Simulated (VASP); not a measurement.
# TaSi2 (I4/mmm) in VASP: relaxation of cell and atoms with PBE

Aim: the relaxation of cell and atoms of TaSi2 with PBE.

All numbers are computed with VASP 6.6.1; they aren't measurements. Logs are shortened: lines on timing, memory, paths and dates and some standing lists are left out, and cuts for length are marked.

### 1 The cell of the first run

The structure is tetragonal, space group I4/mmm (No. 139). Conventional cell: a = 3.285 Å, b = 3.285 Å, c = 8.213 Å, α = 90.00°, β = 90.00°, γ = 90.00°. Within 3.6 Å of Ta (site symmetry 4/mmm) lie 10 Si at 2.70 to 2.73 Å and 4 Ta at 3.28 Å. Within 3.5 Å of Si (site symmetry 4mm) lie 9 Si at 2.69 to 3.28 Å and 5 Ta at 2.70 to 2.73 Å.

### 2 Relaxation of cell and atoms, PBE

INCAR reads:

```
  PREC = Accurate
  ENCUT = 600
  EDIFF = 1E-6
  ISMEAR = 0
  SIGMA = 0.1
  LREAL = False
  LASPH = True
  NELM = 80
  ALGO = Fast
  ISIF = 3
  LWAVE = False
  LCHARG = False
  GGA = PE
  IBRION = 2
  NSW = 100
  EDIFFG = -0.01
```

KPOINTS reads:

```
Automatic mesh
0
Gamma
  16 16 16
```

POSCAR reads:

```
TaSi2
1.0
   -1.6422717182      1.6422717182      4.1065697599
    1.6422717182     -1.6422717182      4.1065697599
    1.6422717182      1.6422717182     -4.1065697599
Ta Si
1 2
Direct
    0.0000000000      0.0000000000      0.0000000000
    0.3321484918      0.3321484918      0.0000000000
    0.6678515082      0.6678515082      0.0000000000
```

Potentials or basis: VASP PAW PBE potentials, release 64 (Ta_pv, Si).

The run is started by

```bash
> cat potpaw_PBE.64/Ta_pv/POTCAR potpaw_PBE.64/Si/POTCAR > POTCAR
> mpirun -np 1 vasp_std > vasp.out
```

OUTCAR:

```text
PREC = Accurate
   ENCUT = 600
   EDIFF = 1E-6
   ISMEAR = 0
   LREAL = False
   LASPH = True
   NELM = 80
   ISIF = 3
   GGA = PE
   IBRION = 2
   NSW = 100
   EDIFFG = -0.01

 ion  position               nearest neighbor table
   1  0.000  0.000  0.000-   3 2.70   3 2.70   3 2.70   2 2.70   3 2.70   2 2.70   2 2.70   2 2.70
                             2 2.73   3 2.73
   2  0.332  0.332  0.000-   3 2.69   3 2.69   3 2.69   3 2.69   1 2.70   1 2.70   1 2.70   1 2.70
                             1 2.73   3 2.76
   3  0.668  0.668  0.000-   2 2.69   2 2.69   2 2.69   2 2.69   1 2.70   1 2.70   1 2.70   1 2.70
                             1 2.73   2 2.76

  LATTYP: Found a body centered tetragonal cell.
 ALAT       =     3.2845434364
 C/A-ratio  =     2.5005422150

  Lattice vectors:

 A1 = (  -1.6422717182,   1.6422717182,   4.1065697599)
 A2 = (   1.6422717182,  -1.6422717182,   4.1065697599)
 A3 = (   1.6422717182,   1.6422717182,  -4.1065697599)

Analysis of symmetry for initial positions (statically):
=====================================================================
 Subroutine PRICEL returns:
 Original cell was already a primitive cell.

 Routine SETGRP: Setting up the symmetry group for a
 body centered tetragonal supercell.

 Subroutine GETGRP returns: Found 16 space group operations
 (whereof 16 operations were pure point group operations)
 out of a pool of 16 trial point group operations.

The static configuration has the point symmetry D_4h.

Analysis of symmetry for dynamics (positions and initial velocities):
=====================================================================
 Subroutine PRICEL returns:
 Original cell was already a primitive cell.

 Routine SETGRP: Setting up the symmetry group for a
 body centered tetragonal supercell.

 Subroutine GETGRP returns: Found 16 space group operations
 (whereof 16 operations were pure point group operations)
 out of a pool of 16 trial point group operations.

The dynamic configuration has the point symmetry D_4h.

 Subroutine INISYM returns: Found 16 space group operations
 (whereof 16 operations are pure point group operations),
 and found     1 'primitive' translations

----------------------------------------------------------------------------------------

                                     Primitive cell

[... 113 lines left out ...]
  volume/ion in A,a.u.               =      14.77        99.66
  Fermi-wavevector in a.u.,A,eV,Ry     =   1.234572  2.333002 20.737552  1.524167
  Thomas-Fermi vector in A             =   2.369256
   LORBIT       =      0    0 simple, 1 ext, 2 COOP (PROOUT), +10 PAW based schemes
   GGA     = PE    functional components
   LHFCALC =     F    Hartree Fock is set to
   AEXX    =    0.0000 exact exchange contribution
   IVDW    =     0    specifies the selected vdW correction
   LEPSILON=     F    determine dielectric tensor
   LRPA    =     F    only Hartree local field effects (RPA)
 conjugate gradient relaxation of ions
 non-spin polarized calculation
 RMM-DIIS sequential band-by-band and
 Gauss-broadening in eV      SIGMA  =   0.10
  energy-cutoff  :      600.00
  volume of cell :       44.30
 maximum number of plane-waves:      1517
 NGX is ok and might be reduce to    40
   NGX = 19   NGY = 19   NGZ = 19

--------------------------------------- Ionic step        1  -------------------------------------------

 number of electron      18.9999999 magnetization

 Free energy of the ion-electron system (eV)
  ---------------------------------------------------
  ext. energy  EPLUGINS =         0.00000000
  ---------------------------------------------------
  free energy    TOTEN  =       -23.87551623 eV

  energy without entropy =      -23.87118266  energy(sigma->0) =      -23.87334945

------------------------ aborting loop because EDIFF is reached ----------------------------------------

  FORCE on cell =-STRESS in cart. coord.  units (eV):
  Direction    XX          YY          ZZ          XY          YZ          ZX
  --------------------------------------------------------------------------------------
  -------------------------------------------------------------------------------------
  Total        0.0180688      0.0180688     -0.0302411      0.0000000     -0.0000000     -0.0000000
  in kB        0.6534471      0.6534471     -1.0936523      0.0000000     -0.0000000     -0.0000000
  external PRESSURE =       0.0710807 kB  Pullay stress =       0.0000000 kB
[... 98 lines left out ...]
--------------------------------------- Ionic step        4  -------------------------------------------

 number of electron      18.9999999 magnetization

 Free energy of the ion-electron system (eV)
  ---------------------------------------------------
  ext. energy  EPLUGINS =         0.00000000
  ---------------------------------------------------
  free energy    TOTEN  =       -23.87564882 eV

  energy without entropy =      -23.87128083  energy(sigma->0) =      -23.87346482

 E-fermi :   8.5170     XC(G=0): -11.9942

 val. band max:        8.5002715836   @ k =  -0.4375   0.5000   0.4375
 cond. band min:       8.5186092886   @ k =  -0.2500   0.3750   0.1250
 fundamental gap:      0.0183377050
 Fermi energy:         8.5169868952

 k-point     1 :       0.0000    0.0000    0.0000
  band No.  band energies     occupation
      1     -25.2975      2.00000
      2     -25.1415      2.00000
      3     -25.1415      2.00000
      4      -4.0515      2.00000
      5       3.1295      2.00000
      6       5.2082      2.00000
      7       6.9194      2.00000
      8       7.0240      2.00000
      9       7.0240      2.00000
     10      11.0707      0.00000
     11      11.6616      0.00000
     12      12.3596      0.00000
     13      12.5578      0.00000
[... 354 lines left out ...]
  band No.  band energies     occupation
      1     -25.2957      2.00000
      2     -25.1505      2.00000
      3     -25.1493      2.00000
      4      -3.9309      2.00000
      5       3.2444      2.00000
      6       4.9846      2.00000
      7       6.6839      2.00000
      8       6.9348      2.00000
      9       7.2207      2.00000
     10      10.2467      0.00000
     11      11.6316      0.00000
     12      12.6670      0.00000
     13      12.7984      0.00000

 [... further k-points ...]

------------------------ aborting loop because EDIFF is reached ----------------------------------------

  FORCE on cell =-STRESS in cart. coord.  units (eV):
  Direction    XX          YY          ZZ          XY          YZ          ZX
  --------------------------------------------------------------------------------------
  -------------------------------------------------------------------------------------
  Total       -0.0090229     -0.0090229      0.0053401      0.0000000      0.0000000     -0.0000000
  in kB       -0.3263196     -0.3263196      0.1931279      0.0000000      0.0000000     -0.0000000
  external PRESSURE =      -0.1531704 kB  Pullay stress =       0.0000000 kB
[... 18 lines left out ...]
  FREE ENERGIE OF THE ION-ELECTRON SYSTEM (eV)
  ---------------------------------------------------
  free  energy   TOTEN  =       -23.8756488171 eV

  energy  without entropy=      -23.8712808322  energy(sigma->0) =      -23.87346482

 reached required accuracy - stopping structural energy minimisation
```

Wall time 22 min (1 thread of Oxide Virtual Turin-like, shared host); peak memory 0.42 GiB.

What came out:

- Free energy: -23.8756 eV
- Energy gained by relaxing: 0.0 meV/atom
- Ionic steps: 4
- Pressure after relaxing: 0.0 GPa
- Band gap on the k mesh: zero (an odd number of electrons rules out a gap without spin polarisation)

Step by step:
| step | energy change (eV) | largest force (eV/Å) | pressure (GPa) | volume (Å³) |
| --- | --- | --- | --- | --- |
| 1 | 0.0000 | 0.0400 | 0.01 | 44.30 |
| 2 | -0.0001 | 0.0137 | 0.00 | 44.31 |
| 3 | -0.0001 | 0.0076 | -0.01 | 44.31 |
| 4 | -0.0001 | 0.0009 | -0.02 | 44.30 |

Final structure:
```yaml
crystal:
  lattice:
    - [-1.64237, 1.64237, 4.10596]
    - [1.64237, -1.64237, 4.10596]
    - [1.64237, 1.64237, -4.10596]
  atoms:
    - { symbol: Ta, position: [0.00000, 0.00000, 0.00000] }
    - { symbol: Si, position: [0.33176, 0.33176, 0.00000] }
    - { symbol: Si, position: [0.66824, 0.66824, 0.00000] }
```

Levels at points of the mesh, in eV from the Fermi level:
```
           k point  band 5  band 6  band 7  band 8  band 9  band 10  band 11  band 12  band 13
(0.00, 0.00, 0.00)   -5.39   -3.31   -1.60   -1.49   -1.49     2.55     3.14     3.84     4.04
(0.50, 0.00, 0.00)   -8.60   -4.39   -3.70   -1.32   -1.11     1.25     3.41     4.34     4.53
(0.50, 0.50, 0.00)   -5.64   -4.81   -4.78   -3.72   -1.90    -0.55     2.95     4.59     4.90
(0.50, 0.50, 0.50)   -9.45   -2.11   -1.19    0.07    0.07     1.04     1.04     2.73     4.36
```

Caveat: spin-orbit coupling is left out, which moves the levels of the heavy elements.
